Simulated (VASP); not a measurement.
Write the native input for VASP 6.6.1 that does the following.

- Task: single point
- Functional: LDA
- Potentials or basis: VASP PAW LDA potentials, release 64 (Ta_pv)
- Cutoff: 500 eV
- k mesh: 6 × 6 × 6, shifted
- Occupations: fermi-dirac, width 0.1 eV
- Spin: no spin polarisation
- Dipole correction: no
- Further INCAR settings: ALGO = Normal; EDIFF = 1e-06; NBANDS = 12

The structure of Ta lies in POSCAR:

```
Ta
1.0
   -1.6512800000      1.6512800000      1.6512800000
    1.6512800000     -1.6512800000      1.6512800000
    1.6512800000      1.6512800000     -1.6512800000
Ta
1
Direct
    0.0000000000      0.0000000000      0.0000000000
```

These files were run (other wordings do the same):

INCAR

```
SYSTEM = Ta
PREC = Accurate
ENCUT = 500
EDIFF = 1E-6
ISMEAR = -1
SIGMA = 0.1
LREAL = .False.
LASPH = .True.
NELM = 120
ALGO = Normal
ISIF = 2
LWAVE = .False.
LCHARG = .False.
NBANDS = 12
GGA_COMPAT = .False.
```

KPOINTS

```
Automatic mesh
0
Gamma
  6 6 6
  0.5 0.5 0.5
```

Potentials or basis: VASP PAW LDA potentials, release 64 (Ta_pv).

Command:

```console
$ cat potpaw_LDA.64/Ta_pv/POTCAR > POTCAR
$ mpirun -np 1 vasp_std > vasp.out
```

It gave:

- Pressure: -9.4 GPa

Caveat: the k points lie up to 0.45 Å⁻¹ apart.

It used 4.1 s of CPU time on 1 thread of AMD EPYC 7R13 Processor (Zen 3) (shared host).
